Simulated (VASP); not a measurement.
# Zn: relaxation of shape and atoms at fixed volume with PBEsol

Crystal: Zn.

```xyz
2
Lattice="2.5855 0.0000 0.0000 -1.2928 2.2391 0.0000 0.0000 0.0000 4.8107" Properties=species:S:1:pos:R:3 pbc="T T T"
Zn    0.0000    1.4927    1.2027
Zn    1.2928    0.7464    3.6081
```

This cell differs from its parent crystal: volume scaled by 0.98.

```json
{
 "Program": "VASP 6.6.1",
 "Task": "relaxation of shape and atoms at fixed volume",
 "Functional": "PBEsol",
 "Potentials or basis": "VASP PAW PBE potentials, release 64 (Zn)",
 "Cutoff": "600 eV",
 "k mesh": "18 × 18 × 8",
 "Occupations": "fermi-dirac, width 0.15 eV",
 "Spin": "no spin polarisation",
 "Dipole correction": "no",
 "Further INCAR settings": "ALGO = Fast; EDIFF = 1e-06; IBRION = 2; EDIFFG = -0.001; NSW = 80; ISIF = 4"
}
```

```json
{"Energy gained by relaxing": "0.5 meV/atom", "Ionic steps": "4", "Pressure after relaxing": "1.9 GPa", "Band gap on the k mesh": "zero (band 12 reaches 5.19 eV, above the bottom of band 13 at 0.81 eV)"}
```

The path:
```
step  energy change (eV)  largest force (eV/Å)  pressure (GPa)  volume (Å³)
   1              0.0000                0.0000            2.39        27.85
   2             -0.0005                0.0000            2.21        27.85
   3             -0.0010                0.0000            1.87        27.85
   4             -0.0010                0.0000            1.90        27.85
```

Final structure:
```
Zn
1.0
     2.60042    0.00000    0.00000
    -1.30021    2.25203    0.00000
     0.00000    0.00000    4.75575
Zn
2
Direct
  0.33333 0.66667 0.25000
  0.66667 0.33333 0.75000
```

Levels at points of the mesh, in eV from the Fermi level:
```tsv
k point	band 10	band 11	band 12	band 13	band 14	band 15
(0.00, 0.00, 0.00)	-7.27	-7.27	-4.11	-2.86	14.89	18.19
(0.50, 0.00, 0.00)	-7.06	-3.26	-2.37	2.87	3.55	4.65
(0.00, 0.00, 0.50)	-7.38	-7.38	-7.38	5.10	5.10	19.63
(0.50, 0.00, 0.50)	-7.07	-2.26	-2.26	0.19	0.19	10.86
```

Wall time 2.1 min on 1 thread of AMD EPYC 9R45 96-Core Processor (Zen 5) (shared host), peak memory 0.19 GiB.

Caveat: the cell differs from its parent crystal (volume scaled by 0.98); the PAW data sets were made with another functional, which shifts forces and pressure a little.
